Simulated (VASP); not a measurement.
# Ga8BiAs7 (P1) in VASP: single point with PBEsol

Aim: the single point of Ga8BiAs7 with PBEsol.

Everything below comes from runs of VASP 6.6.1. Logs are shortened: lines on timing, memory, paths and dates and some standing lists are left out, and cuts for length are marked.

**1. The cell of the first run**

The typed cell holds 64 atoms: a = 11.480 Å, b = 11.480 Å, c = 11.480 Å, α = 90.00°, β = 90.00°, γ = 90.00°.

**2. Single point, PBEsol**

Input file INCAR:

```
SYSTEM = Ga8BiAs7
PREC = Accurate
ENCUT = 500
EDIFF = 1E-6
ISMEAR = -1
SIGMA = 0.05
LREAL = Auto
LASPH = .TRUE.
NELM = 120
ALGO = Normal
ISIF = 2
LWAVE = .FALSE.
LCHARG = .FALSE.
GGA = PS
NBANDS = 346
ISYM = -1
GGA_COMPAT = .FALSE.
```

Input file KPOINTS:

```
explicit points
1
Reciprocal
  0.25000000   0.25000000   0.25000000 1
```

Input file POSCAR:

```
Ga8BiAs7
1.0
   11.4803979476      0.0000000000      0.0000000000
    0.0000000000     11.4803979476      0.0000000000
    0.0000000000      0.0000000000     11.4803979476
Ga As Bi
32 28 4
Direct
    0.0016280000      0.9974690000      0.0012650000
    0.0001340000      0.0014100000      0.4989500000
    0.0085520000      0.4907280000      0.0090230000
    0.0020130000      0.5020960000      0.4990750000
    0.4982850000      0.0007870000      0.0010180000
    0.4913130000      0.9896060000      0.4921320000
    0.5018360000      0.5212360000      0.9995590000
    0.4981800000      0.5006000000      0.4984420000
    0.2396520000      0.2386440000      0.9928670000
    0.2479710000      0.2502550000      0.4990270000
    0.2483800000      0.7522820000      0.0000370000
    0.2497980000      0.7503310000      0.4998360000
    0.7598770000      0.2404410000      0.0102240000
    0.7602420000      0.2583100000      0.4905720000
    0.7413970000      0.7595580000      0.0117250000
    0.7497500000      0.7519490000      0.4978570000
    0.2486580000      0.9997830000      0.2492350000
    0.2485810000      0.9981280000      0.7481410000
    0.2414490000      0.5090990000      0.2601220000
    0.2480110000      0.5021980000      0.7498320000
    0.7516980000      0.9980920000      0.2526380000
    0.7586890000      0.9919880000      0.7595170000
    0.7504650000      0.5016010000      0.2497160000
    0.7505210000      0.4998250000      0.7263820000
    0.0022980000      0.2486020000      0.2519190000
    0.9998290000      0.2496940000      0.7491360000
    0.9981830000      0.7514060000      0.2505660000
    0.0094010000      0.7573840000      0.7424080000
    0.5088050000      0.2414100000      0.2586650000
    0.4771950000      0.2495880000      0.7509630000
    0.4972250000      0.7511760000      0.2524400000
    0.4993040000      0.7524960000      0.7485100000
    0.1219750000      0.1215820000      0.1260320000
    0.1247880000      0.1248190000      0.6246120000
    0.1239460000      0.6283540000      0.1274710000
    0.1270330000      0.6261580000      0.6221720000
    0.6277920000      0.1190790000      0.1284770000
    0.6241770000      0.6310140000      0.1324230000
    0.6214880000      0.6290710000      0.6182210000
    0.3683170000      0.3785040000      0.6219460000
    0.3739560000      0.8751700000      0.1256750000
    0.3717610000      0.8731290000      0.6241930000
    0.8778620000      0.3725780000      0.1310670000
    0.8817720000      0.3745990000      0.6187080000
    0.8757520000      0.8774120000      0.1275990000
    0.8775860000      0.8753110000      0.6227090000
    0.3723230000      0.1223430000      0.3753220000
    0.3678660000      0.1183510000      0.8754140000
    0.3740180000      0.6276060000      0.3774040000
    0.3716960000      0.6316970000      0.8721180000
    0.8775500000      0.1245820000      0.3727360000
    0.8808260000      0.1223890000      0.8779740000
    0.8750760000      0.6257490000      0.3751380000
    0.1228050000      0.3753050000      0.3770110000
    0.1251470000      0.3722800000      0.8729670000
    0.1246670000      0.8751230000      0.3750890000
    0.1264810000      0.8769610000      0.8747170000
    0.6271380000      0.3781040000      0.3745560000
    0.6242080000      0.8733170000      0.3727840000
    0.6222270000      0.8754610000      0.8781490000
    0.6245740000      0.1246810000      0.6238800000
    0.3730830000      0.3753400000      0.1256950000
    0.8744480000      0.6257620000      0.8760320000
    0.6268410000      0.3742460000      0.8735330000
```

Potentials or basis: VASP PAW PBE potentials, release 64 (Ga_d, As, Bi_d).

Launch:

```
$ cat potpaw_PBE.64/Ga_d/POTCAR potpaw_PBE.64/As/POTCAR potpaw_PBE.64/Bi_d/POTCAR > POTCAR
$ mpirun -np 1 vasp_std > vasp.out
```

OUTCAR:

```text
SYSTEM = Ga8BiAs7
   PREC = Accurate
   ENCUT = 500
   EDIFF = 1E-6
   ISMEAR = -1
   LREAL = Auto
   LASPH = .TRUE.
   NELM = 120
   ISIF = 2
   GGA = PS
   ISYM = -1

 ion  position               nearest neighbor table
   1  0.002  0.997  0.001-  52 2.45  33 2.45  57 2.47  45 2.47
   2  0.000  0.001  0.499-  51 2.47  46 2.47  34 2.48  56 2.48
   3  0.009  0.491  0.009-  43 2.46  55 2.47  35 2.47  63 2.67
   4  0.002  0.502  0.499-  44 2.44  54 2.45  36 2.47  53 2.48
   5  0.498  0.001  0.001-  60 2.47  48 2.48  41 2.48  37 2.49
   6  0.491  0.990  0.492-  42 2.44  47 2.45  59 2.45  61 2.65
[... 56 lines left out ...]
  63  0.874  0.626  0.876-  28 2.65  24 2.66   3 2.67  15 2.67
  64  0.627  0.374  0.874-  24 2.64  30 2.64   7 2.65  13 2.67

IMPORTANT INFORMATION: All symmetrisations will be switched off!
NOSYMM: (Re-)initialisation of all symmetry stuff for point group C_1.

----------------------------------------------------------------------------------------

                                     Primitive cell

  volume of cell :    1513.1111

  direct lattice vectors                    reciprocal lattice vectors
    11.480397948  0.000000000  0.000000000     0.087104994  0.000000000  0.000000000
     0.000000000 11.480397948  0.000000000     0.000000000  0.087104994  0.000000000
     0.000000000  0.000000000 11.480397948     0.000000000  0.000000000  0.087104994

  length of vectors
    11.480397948 11.480397948 11.480397948     0.087104994  0.087104994  0.087104994

  position of ions in fractional coordinates (direct lattice)
     0.001628000  0.997469000  0.001265000
     0.000134000  0.001410000  0.498950000
     0.008552000  0.490728000  0.009023000
     0.002013000  0.502096000  0.499075000
     0.498285000  0.000787000  0.001018000
     0.491313000  0.989606000  0.492132000
[... 56 lines left out ...]
     0.874448000  0.625762000  0.876032000
     0.626841000  0.374246000  0.873533000

  ion indices of the primitive-cell ions
   primitive index   ion index
                 1           1
                 2           2
                 3           3
                 4           4
                 5           5
                 6           6
[... 56 lines left out ...]
                63          63
                64          64

----------------------------------------------------------------------------------------

 KPOINTS: explicit points

Read explicit list of k-points.

 Found      1 k-points:

 Following reciprocal coordinates:
            Coordinates               Weight
  0.250000  0.250000  0.250000      1.000000
   k-points           NKPTS =      1   k-points in BZ     NKDIM =      1   number of bands    NBANDS=    346
   number of dos      NEDOS =    301   number of ions     NIONS =     64
   total plane-waves  NPLWV = 592704
   dimension x,y,z NGX =    84 NGY =   84 NGZ =   84
   dimension x,y,z NGXF=   168 NGYF=  168 NGZF=  168
   ions per type =              32  28   4
   NGX,Y,Z   is equivalent  to a cutoff of  12.16, 12.16, 12.16 a.u.
   NGXF,Y,Z  is equivalent  to a cutoff of  24.33, 24.33, 24.33 a.u.
 SYSTEM =  Ga8BiAs7
   PREC   = accura    normal or accurate (medium, high low for compatibility)
   ISTART =      0    job   : 0-new  1-cont  2-samecut
   ICHARG =      2    charge: 1-file 2-atom 10-const
   ISPIN  =      1    spin polarized calculation?
   LNONCOLLINEAR =      F non collinear calculations
   LSORBIT =      F    spin-orbit coupling
   LASPH  =      T    aspherical Exc in radial PAW
   ENCUT  =  500.0 eV  36.75 Ry    6.06 a.u.  20.93 20.93 20.93*2*pi/ulx,y,z
   NELM   =    120;   NELMIN=  2; NELMDL= -5     # of ELM steps
   EDIFF  = 0.1E-05   stopping-criterion for ELM
   LREAL  =      T    real-space projection
   EDIFFG = 0.1E-04   stopping-criterion for IOM
   NSW    =      0    number of steps for IOM
   IBRION =     -1    ionic relax: 0-MD 1-quasi-New 2-CG
   NFREE  =      0    steps in history (QN), initial steepest desc. (CG)
   ISIF   =      2    stress and relaxation
   ISYM   =     -1    0-nonsym 1-usesym 2-fastsym
   POTIM  = 0.5000    time-step for ionic-motion
   TEBEG  =    0.0;   TEEND  =   0.0 temperature during run
   PSTRESS=    0.0 pullay stress
   NELECT =     616.0000    total number of electrons
   NUPDOWN=      -1.0000    fix difference up-down
   EMIN   =  10.00;   EMAX   =-10.00  energy-range for DOS
   EFERMI =   0.00;   METHOD = LEGACY
   ISMEAR =    -1;   SIGMA  =   0.05  broadening in eV -4-tet -1-fermi 0-gaus
   EFERMI_NEDOS =   21; number of points for ismear=-14 and -15
   IALGO  =     38    algorithm
   IMIX   =      4    mixing-type and parameters
     AMIX     =   0.40;   BMIX     =  1.00
     AMIX_MAG =   1.60;   BMIX_MAG =  1.00
  volume/ion in A,a.u.               =      23.64       159.55
  Fermi-wavevector in a.u.,A,eV,Ry     =   1.213328  2.292857 20.030010  1.472164
  Thomas-Fermi vector in A             =   2.348783
   LORBIT       =      0    0 simple, 1 ext, 2 COOP (PROOUT), +10 PAW based schemes
   GGA     = PS    functional components
   LHFCALC =     F    Hartree Fock is set to
   AEXX    =    0.0000 exact exchange contribution
   IVDW    =     0    specifies the selected vdW correction
   LEPSILON=     F    determine dielectric tensor
   LRPA    =     F    only Hartree local field effects (RPA)
 non-spin polarized calculation
  energy-cutoff  :      500.00
  volume of cell :     1513.11
 maximum number of plane-waves:     38364
 NGX is ok and might be reduce to    84
   NGX = 41   NGY = 41   NGZ = 41

 number of electron     616.0000023 magnetization

 Free energy of the ion-electron system (eV)
  ---------------------------------------------------
  ext. energy  EPLUGINS =         0.00000000
  ---------------------------------------------------
  free energy    TOTEN  =      -283.32781617 eV

  energy without entropy =     -283.32752867  energy(sigma->0) =     -283.32767242

 E-fermi :   4.3072     XC(G=0):  -9.7074

 val. band max:        3.8547871467   @ k =   0.2500   0.2500   0.2500
 cond. band min:       4.7499954472   @ k =   0.2500   0.2500   0.2500
 fundamental gap:      0.8952083006
 Fermi energy:         4.3071766495

 k-point     1 :       0.2500    0.2500    0.2500
  band No.  band energies     occupation
      1     -18.0829      2.00000
      2     -18.0821      2.00000
      3     -18.0812      2.00000
      4     -18.0728      2.00000
      5     -18.0622      2.00000
      6     -18.0614      2.00000
[... 312 lines left out ...]
    319       5.8846      0.00000
    320       5.9132      0.00000
 [bands above 320 left out]

------------------------ aborting loop because EDIFF is reached ----------------------------------------

  FORCE on cell =-STRESS in cart. coord.  units (eV):
  Direction    XX          YY          ZZ          XY          YZ          ZX
  --------------------------------------------------------------------------------------
  -------------------------------------------------------------------------------------
  Total        1.0944175      1.0819892      1.0940923     -7.7583109     -7.7884783     -7.4832990
  in kB        1.1588381      1.1456783      1.1584938     -8.2149880     -8.2469312     -7.9237881
  external PRESSURE =       1.1543367 kB  Pullay stress =       0.0000000 kB

 VOLUME and BASIS-vectors are now :
 -----------------------------------------------------------------------------
  energy-cutoff  :      500.00
  volume of cell :     1513.11
      direct lattice vectors                 reciprocal lattice vectors
    11.480397948  0.000000000  0.000000000     0.087104994  0.000000000  0.000000000
     0.000000000 11.480397948  0.000000000     0.000000000  0.087104994  0.000000000
     0.000000000  0.000000000 11.480397948     0.000000000  0.000000000  0.087104994

 POSITION                                       TOTAL-FORCE (eV/Angst)
 -----------------------------------------------------------------------------------
      0.01869     11.45134      0.01452        -0.000900      0.001305      0.001021
      0.00154      0.01619      5.72814        -0.000948     -0.000996      0.000342
      0.09818      5.63375      0.10359        -0.001899      0.007258     -0.007572
      0.02311      5.76426      5.72958        -0.000435      0.001218      0.002639
      5.72051      0.00904      0.01169         0.001625      0.000119      0.000546
      5.64047     11.36107      5.64987         0.004862      0.006953      0.005808
[... 56 lines left out ...]
     10.03901      7.18400     10.05720         0.005553     -0.001459     -0.014050
      7.19638      4.29649     10.02851        -0.017914      0.008392      0.011201
 -----------------------------------------------------------------------------------
    total drift:                                0.029177     -0.014378     -0.003582

  FREE ENERGIE OF THE ION-ELECTRON SYSTEM (eV)
  ---------------------------------------------------
  free  energy   TOTEN  =      -283.3278161741 eV

  energy  without entropy=     -283.3275286697  energy(sigma->0) =     -283.32767242
```

Run time: 35 min. Hardware: 1 thread of AMD EPYC 7R43 (Zen 3), shared host; peak memory 1.4 GiB.

Results:

```yaml
Free_energy: -283.3278 eV
Pressure: 0.1 GPa
Largest_force: 0.023 eV/Å
Band_gap_on_the_k_mesh: 0.90 eV
```

Forces in eV/Å, atoms in the order of the input:
```
Ga  -0.001  0.001  0.001
Ga  -0.001 -0.001  0.000
Ga  -0.002  0.007 -0.008
Ga   0.000  0.001  0.003
Ga   0.002  0.000  0.001
Ga   0.005  0.007  0.006
Ga  -0.003 -0.008 -0.004
Ga   0.001  0.000  0.001
Ga   0.005  0.007  0.010
Ga   0.002 -0.001 -0.001
Ga   0.001  0.000 -0.002
Ga   0.000  0.001  0.001
Ga  -0.009  0.007 -0.006
Ga  -0.008 -0.007  0.001
Ga   0.007 -0.004 -0.001
Ga   0.002  0.004 -0.002
Ga   0.001  0.002 -0.001
Ga   0.000 -0.001 -0.001
Ga   0.005 -0.007 -0.003
Ga   0.002  0.005  0.003
Ga   0.002 -0.001  0.005
Ga  -0.007  0.001 -0.005
Ga  -0.003  0.004 -0.001
Ga  -0.005  0.007  0.016
Ga   0.003  0.002 -0.001
Ga   0.000  0.001  0.002
Ga   0.000  0.001  0.001
Ga  -0.001 -0.006  0.004
Ga  -0.007  0.008 -0.003
Ga   0.010  0.007  0.002
Ga   0.004 -0.002 -0.001
Ga  -0.003  0.000  0.002
As  -0.002 -0.003  0.002
As  -0.001  0.004  0.004
As  -0.002 -0.001 -0.001
As  -0.008  0.000 -0.001
As  -0.001  0.004 -0.006
As  -0.007  0.003  0.003
As   0.001 -0.009  0.005
As   0.004 -0.006  0.003
As   0.000  0.003 -0.001
As  -0.001  0.001  0.000
As   0.001 -0.009  0.008
As   0.008  0.004 -0.006
As   0.001 -0.003 -0.003
As  -0.007  0.002 -0.001
As   0.000 -0.002  0.001
As   0.002  0.000  0.000
As  -0.002  0.000  0.002
As   0.004 -0.006 -0.003
As  -0.006 -0.003  0.004
As   0.009 -0.007  0.006
As  -0.001 -0.005  0.000
As   0.004 -0.002 -0.006
As  -0.004  0.001 -0.001
As   0.003 -0.002 -0.002
As   0.002 -0.002 -0.001
As   0.001 -0.004  0.002
As   0.001 -0.001 -0.003
As   0.001  0.003 -0.005
Bi   0.003 -0.004 -0.003
Bi   0.010  0.003 -0.012
Bi   0.006 -0.001 -0.014
Bi  -0.018  0.008  0.011
```

Levels at points of the mesh, in eV from the valence-band top:
```
           k point  band 304  band 305  band 306  band 307  band 308  band 309  band 310  band 311  band 312  band 313
(0.25, 0.25, 0.25)     -0.66     -0.51     -0.43     -0.08      0.00      0.90      1.32      1.55      1.56      1.57
```

Caveat: the PAW data sets were made with another functional, which shifts forces and pressure a little; spin-orbit coupling is left out, which moves the levels of the heavy elements; a shifted mesh leaves out Γ, where band edges can lie.
